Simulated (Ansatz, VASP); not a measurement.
# KCl in VASP and in Ansatz

```
CELL_PARAMETERS angstrom
0.00000 3.03852 3.03852
3.03852 0.00000 3.03852
3.03852 3.03852 0.00000
ATOMIC_POSITIONS crystal
K 0.00000 0.00000 0.00000
Cl 0.50000 0.50000 0.50000
```

Alike in both runs: functional LDA; k mesh 5 × 5 × 5; no spin polarisation.

Ansatz relaxed the structure, and its values are those at the end. VASP's run is a single point on that final structure, the one shown.

|  | VASP | Ansatz |
| --- | --- | --- |
| version | VASP 6.6.1 | Ansatz 0.2.0 |
| potentials or method | VASP PAW LDA potentials, release 64 (K_sv, Cl), cutoff 500 eV | PAW plane waves |
| occupations | methfessel-paxton of order 1, width 0.01 eV | cold, width 0.01 eV |
| valence electrons in the cell | 16 | 16 |

|  | VASP | Ansatz | Ansatz less VASP |
| --- | --- | --- | --- |
| gap on the k mesh at the Fermi level (eV) | 5.11 | 5.11 | -0.004 |
| pressure (GPa) | 0.1 | 0.0 | -0.09 |

LDA's correlation is that of Perdew and Zunger in VASP and of Perdew and Wang (1992) in Ansatz.
